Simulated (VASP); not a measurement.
Runs of VASP 6.6.1 on Ta3Cu. The structure is that of space group I4/mmm (No. 139), or close to it. The cells are those of the table. 

| task | level | potentials or basis | cell | k mesh | cutoff (eV) | gap on the mesh (eV) | pressure (GPa) | relaxed volume (Å³/atom) |
| --- | --- | --- | --- | --- | --- | --- | --- | --- |
| relaxation of cell and atoms | PBEsol | VASP PAW PBE potentials, release 64 (Ta_pv, Cu) | relaxed from a = 5.076 Å, angles 133.4, 133.4, 68.0°, 4 atoms | 9 × 9 × 9 | 600 | none | 0.0 | (b) |
| single point | BLYP | VASP PAW PBE potentials, release 64 (Ta_sv_GW, Cu_sv_GW) | a = 5.076 Å, angles 133.4, 133.4, 68.0°, 4 atoms | 5 × 5 × 5 | 820 | none | 6.5 | - |
| single point | PBEsol | VASP PAW PBE potentials, release 64 (Ta_pv, Cu) | a = 4.915 Å, angles 133.0, 133.0, 68.7°, 4 atoms | 9 × 9 × 9 | 520 | none | (a) | - |
| single point | LDA | VASP PAW LDA potentials, release 64 (Ta_sv_GW, Cu_sv_GW) | a = 5.007 Å, angles 133.4, 133.4, 68.0°, 4 atoms | 9 × 9 × 9 | 820 | none | -3.8 | - |
| relaxation of cell and atoms | BLYP | VASP PAW PBE potentials, release 64 (Ta_pv, Cu) | relaxed from a = 5.076 Å, angles 133.4, 133.4, 68.0°, 4 atoms | 9 × 9 × 9 | 600 | none | 0.0 | 17.68 |
| single point | PBEsol | VASP PAW PBE potentials, release 64 (Ta_pv, Cu) | a = 4.958 Å, angles 133.1, 133.1, 68.5°, 4 atoms | 9 × 9 × 9 | 520 | none | 5.4 | - |
| single point | LDA | VASP PAW LDA potentials, release 64 (Ta_sv_GW, Cu_sv_GW) | a = 4.972 Å, angles 133.4, 133.4, 68.0°, 4 atoms | 9 × 9 × 9 | 820 | none | (c) | - |
| relaxation of cell and atoms | revPBE | VASP PAW PBE potentials, release 64 (Ta_pv, Cu) | relaxed from a = 5.076 Å, angles 133.4, 133.4, 68.0°, 4 atoms | 9 × 9 × 9 | 600 | none | 0.0 | 17.25 |

Alike in all rows: no spin polarisation; smearing fermi-dirac 0.05 eV.

Task: Estimate the missing entries.

Result: (a) 10.5; (b) 16.39; (c) 0.4.

Caveats: spin-orbit coupling is left out, which moves the levels of the heavy elements; the PAW data sets were made with another functional, which shifts forces and pressure a little (at least some runs); the cell stands under pressure (at least some runs); the cell stands under tension (at least some runs).

A k mesh can miss the band edges, and the runs leave out spin-orbit coupling on Ta.

A gap of «none» marks levels without a gap at the run's occupations.

The runs don't all hold the same shells in valence.
